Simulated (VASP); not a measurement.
# InP (F-43m) in VASP: notebook, part 2 of 2

VASP 6.6.1. The steps go on from the part before.

**4. Single point, RPBE**

Contents of INCAR:

```
SYSTEM = InP
PREC = Accurate
ENCUT = 500
EDIFF = 1E-6
ISMEAR = 0
SIGMA = 0.01
LREAL = .False.
LASPH = .True.
NELM = 120
ALGO = Normal
ISIF = 2
LWAVE = .False.
LCHARG = .False.
GGA = RP
NBANDS = 16
ISYM = 0
GGA_COMPAT = .False.
```

Contents of KPOINTS:

```
Automatic mesh
0
Gamma
  6 6 6
  0.5 0.5 0.5
```

Contents of POSCAR:

```
InP
1.0
    0.0000000000      2.9305000000      2.9305000000
    2.9305000000      0.0000000000      2.9305000000
    2.9305000000      2.9305000000      0.0000000000
In P
1 1
Direct
    0.0000000000      0.0000000000      0.0000000000
    0.7500000000      0.7500000000      0.7500000000
```

Potentials or basis: VASP PAW PBE potentials, release 64 (In_d, P).

On the command line:

```sh
$ cat potpaw_PBE.64/In_d/POTCAR potpaw_PBE.64/P/POTCAR > POTCAR
$ mpirun -np 1 vasp_std > vasp.out
```

Run time: 2.4 min. Hardware: 1 thread of Intel Xeon 6975P-C (Granite Rapids), shared host; peak memory 0.42 GiB.

It converged, with:

| Item | Value |
| --- | --- |
| Free energy | -7.6944 eV |
| Pressure | 5.1 GPa |
| Band gap on the k mesh | 1.56 eV |

Levels at points of the mesh, in eV from the valence-band top:
```
           k point  band 6  band 7  band 8  band 9  band 10  band 11  band 12  band 13
(0.08, 0.08, 0.08)  -11.32   -0.79    0.00    0.00     1.56     4.27     4.36     4.36
```

Caveat: the cell stands under pressure; the PAW data sets were made with another functional, which shifts forces and pressure a little; spin-orbit coupling is left out, which moves the levels of the heavy elements; a shifted mesh leaves out Γ, where band edges can lie. A k mesh can miss the band edges.

**5. Single point, r2SCAN**

POSCAR is that of step 4.

Contents of INCAR.step1:

```
SYSTEM = InP
ALGO     = Normal         ! electronic algorithm
EDIFF    = 1E-5           ! SCF threshold, eV
ENCUT    = 550            ! plane-wave cutoff, eV
GGA      = PE             ! functional
GGA_COMPAT= .FALSE.      
ISMEAR   = 0              ! smearing method
ISYM     = 0            
LASPH    = .TRUE.         ! aspherical terms in the spheres
LCHARG   = .FALSE.        ! write CHGCAR
LREAL    = .FALSE.        ! projectors in reciprocal space
LWAVE    = .TRUE.         ! write WAVECAR
NBANDS   = 16             ! bands
NELM     = 120            ! most SCF steps
PREC     = Accurate       ! precision mode
SIGMA    = 0.01           ! smearing width, eV
```

Contents of INCAR.step2:

```
SYSTEM = InP
ALGO     = Normal         ! electronic algorithm
EDIFF    = 1E-6           ! SCF threshold, eV
ENCUT    = 550            ! plane-wave cutoff, eV
GGA_COMPAT= .FALSE.      
ISIF     = 2              ! what is computed and relaxed
ISMEAR   = 0              ! smearing method
ISTART   = 1            
ISYM     = 0            
LASPH    = .TRUE.         ! aspherical terms in the spheres
LCHARG   = .FALSE.        ! write CHGCAR
LMIXTAU  = .TRUE.       
LREAL    = .FALSE.        ! projectors in reciprocal space
LWAVE    = .FALSE.        ! write WAVECAR
METAGGA  = R2SCAN         ! meta-GGA
NBANDS   = 16             ! bands
NELM     = 120            ! most SCF steps
PREC     = Accurate       ! precision mode
SIGMA    = 0.01           ! smearing width, eV
```

KPOINTS is that of step 4.

On the command line:

```sh
$ cat potpaw_PBE.64/In_d/POTCAR potpaw_PBE.64/P/POTCAR > POTCAR
$ cp INCAR.step1 INCAR
$ mpirun -np 1 vasp_std > vasp.out
$ cp INCAR.step2 INCAR
$ mpirun -np 1 vasp_std > vasp.out
```

Wall time 5.9 min (1 thread of Intel Xeon 6975P-C (Granite Rapids), shared host); peak memory 0.47 GiB.

Results (log left out):

```yaml
Free_energy: -32.2935 eV
Pressure: 1.6 GPa
Band_gap_on_the_k_mesh: 1.85 eV
```

Levels at points of the mesh, in eV from the valence-band top:
```tsv
k point	band 5	band 6	band 7	band 8	band 9	band 10	band 11	band 12	band 13	band 14
(0.08, 0.08, 0.08)	-14.38	-11.82	-0.76	0.00	0.00	1.85	4.57	4.67	4.67	9.63
```

Caveat: the PAW data sets were made with another functional, which shifts forces and pressure a little; spin-orbit coupling is left out, which moves the levels of the heavy elements; a shifted mesh leaves out Γ, where band edges can lie.

**6. Single point, PBE**

Contents of INCAR:

```
SYSTEM = InP
PREC = Accurate
ENCUT = 500
EDIFF = 1E-6
ISMEAR = 0
SIGMA = 0.01
LREAL = .FALSE.
LASPH = .TRUE.
NELM = 120
ALGO = Normal
ISIF = 2
LWAVE = .FALSE.
LCHARG = .FALSE.
GGA = PE
NBANDS = 16
ISYM = -1
GGA_COMPAT = .FALSE.
```

Contents of KPOINTS:

```
explicit points
108
Reciprocal
  0.08333333   0.08333333   0.08333333 2
  0.08333333   0.08333333   0.25000000 2
  0.08333333   0.08333333   0.41666667 2
  0.08333333   0.08333333   0.58333333 2
  0.08333333   0.08333333   0.75000000 2
  0.08333333   0.08333333   0.91666667 2
  0.08333333   0.25000000   0.08333333 2
  0.08333333   0.25000000   0.25000000 2
  0.08333333   0.25000000   0.41666667 2
  0.08333333   0.25000000   0.58333333 2
  0.08333333   0.25000000   0.75000000 2
  0.08333333   0.25000000   0.91666667 2
  0.08333333   0.41666667   0.08333333 2
  0.08333333   0.41666667   0.25000000 2
  0.08333333   0.41666667   0.41666667 2
  0.08333333   0.41666667   0.58333333 2
  0.08333333   0.41666667   0.75000000 2
  0.08333333   0.41666667   0.91666667 2
  0.08333333   0.58333333   0.08333333 2
  0.08333333   0.58333333   0.25000000 2
  0.08333333   0.58333333   0.41666667 2
  0.08333333   0.58333333   0.58333333 2
  0.08333333   0.58333333   0.75000000 2
  0.08333333   0.58333333   0.91666667 2
  0.08333333   0.75000000   0.08333333 2
  0.08333333   0.75000000   0.25000000 2
  0.08333333   0.75000000   0.41666667 2
  0.08333333   0.75000000   0.58333333 2
  0.08333333   0.75000000   0.75000000 2
  0.08333333   0.75000000   0.91666667 2
  0.08333333   0.91666667   0.08333333 2
  0.08333333   0.91666667   0.25000000 2
  0.08333333   0.91666667   0.41666667 2
  0.08333333   0.91666667   0.58333333 2
  0.08333333   0.91666667   0.75000000 2
  0.08333333   0.91666667   0.91666667 2
  0.25000000   0.08333333   0.08333333 2
  0.25000000   0.08333333   0.25000000 2
  0.25000000   0.08333333   0.41666667 2
  0.25000000   0.08333333   0.58333333 2
  0.25000000   0.08333333   0.75000000 2
  0.25000000   0.08333333   0.91666667 2
  0.25000000   0.25000000   0.08333333 2
  0.25000000   0.25000000   0.25000000 2
  0.25000000   0.25000000   0.41666667 2
  0.25000000   0.25000000   0.58333333 2
  0.25000000   0.25000000   0.75000000 2
  0.25000000   0.25000000   0.91666667 2
  0.25000000   0.41666667   0.08333333 2
  0.25000000   0.41666667   0.25000000 2
  0.25000000   0.41666667   0.41666667 2
  0.25000000   0.41666667   0.58333333 2
  0.25000000   0.41666667   0.75000000 2
  0.25000000   0.41666667   0.91666667 2
  0.25000000   0.58333333   0.08333333 2
  0.25000000   0.58333333   0.25000000 2
  0.25000000   0.58333333   0.41666667 2
  0.25000000   0.58333333   0.58333333 2
  0.25000000   0.58333333   0.75000000 2
  0.25000000   0.58333333   0.91666667 2
  0.25000000   0.75000000   0.08333333 2
  0.25000000   0.75000000   0.25000000 2
  0.25000000   0.75000000   0.41666667 2
  0.25000000   0.75000000   0.58333333 2
  0.25000000   0.75000000   0.75000000 2
  0.25000000   0.75000000   0.91666667 2
  0.25000000   0.91666667   0.08333333 2
  0.25000000   0.91666667   0.25000000 2
  0.25000000   0.91666667   0.41666667 2
  0.25000000   0.91666667   0.58333333 2
  0.25000000   0.91666667   0.75000000 2
  0.25000000   0.91666667   0.91666667 2
  0.41666667   0.08333333   0.08333333 2
  0.41666667   0.08333333   0.25000000 2
  0.41666667   0.08333333   0.41666667 2
  0.41666667   0.08333333   0.58333333 2
  0.41666667   0.08333333   0.75000000 2
  0.41666667   0.08333333   0.91666667 2
  0.41666667   0.25000000   0.08333333 2
  0.41666667   0.25000000   0.25000000 2
  0.41666667   0.25000000   0.41666667 2
  0.41666667   0.25000000   0.58333333 2
  0.41666667   0.25000000   0.75000000 2
  0.41666667   0.25000000   0.91666667 2
  0.41666667   0.41666667   0.08333333 2
  0.41666667   0.41666667   0.25000000 2
  0.41666667   0.41666667   0.41666667 2
  0.41666667   0.41666667   0.58333333 2
  0.41666667   0.41666667   0.75000000 2
  0.41666667   0.41666667   0.91666667 2
  0.41666667   0.58333333   0.08333333 2
  0.41666667   0.58333333   0.25000000 2
  0.41666667   0.58333333   0.41666667 2
  0.41666667   0.58333333   0.58333333 2
  0.41666667   0.58333333   0.75000000 2
  0.41666667   0.58333333   0.91666667 2
  0.41666667   0.75000000   0.08333333 2
  0.41666667   0.75000000   0.25000000 2
  0.41666667   0.75000000   0.41666667 2
  0.41666667   0.75000000   0.58333333 2
  0.41666667   0.75000000   0.75000000 2
  0.41666667   0.75000000   0.91666667 2
  0.41666667   0.91666667   0.08333333 2
  0.41666667   0.91666667   0.25000000 2
  0.41666667   0.91666667   0.41666667 2
  0.41666667   0.91666667   0.58333333 2
  0.41666667   0.91666667   0.75000000 2
  0.41666667   0.91666667   0.91666667 2
```

POSCAR is that of step 5.

Potentials or basis: VASP PAW PBE potentials, release 64 (In_d, P).

On the command line:

```sh
$ cat potpaw_PBE.64/In_d/POTCAR potpaw_PBE.64/P/POTCAR > POTCAR
$ mpirun -np 1 vasp_std > vasp.out
```

Run time: 39 s. Hardware: 1 thread of AMD EPYC 9R45 (Zen 5), shared host; peak memory 0.19 GiB.

The run converged. Its results:

```yaml
Free_energy: -8.3830 eV
Pressure: 3.3 GPa
Band_gap_on_the_k_mesh: 1.46 eV
```

Levels at points of the mesh, in eV from the valence-band top:
| k point | band 7 | band 8 | band 9 | band 10 | band 11 | band 12 |
| --- | --- | --- | --- | --- | --- | --- |
| (0.08, 0.08, 0.08) | -0.82 | 0.00 | 0.00 | 1.46 | 4.21 | 4.32 |

Caveat: the cell stands under pressure; spin-orbit coupling is left out, which moves the levels of the heavy elements; a shifted mesh leaves out Γ, where band edges can lie. A hybrid or GW would open this gap; PBE tends to underestimate it.

**7. The runs side by side**

```tsv
level	potentials or basis	cutoff (eV)	gap on the mesh (eV)	pressure (GPa)
PBE	VASP PAW PBE potentials, release 64 (In_d, P)	500	1.46	3.3
LDA	VASP PAW LDA potentials, release 64 (In_d, P)	500	1.31	-1.2
RPBE	VASP PAW PBE potentials, release 64 (In_d, P)	500	1.56	5.1
r2SCAN	VASP PAW PBE potentials, release 64 (In_d, P)	550	1.85	1.6
```

Alike in all rows: task single point; no spin polarisation; cell as given; k mesh 6 × 6 × 6, shifted; smearing gaussian 0.01 eV.

Caveats: spin-orbit coupling is left out, which moves the levels of the heavy elements; a shifted mesh leaves out Γ, where band edges can lie; the cell stands under pressure (at least some runs); the PAW data sets were made with another functional, which shifts forces and pressure a little (at least some runs).

Total energies depend on the potentials used, so only differences within one code and one set of settings carry meaning.
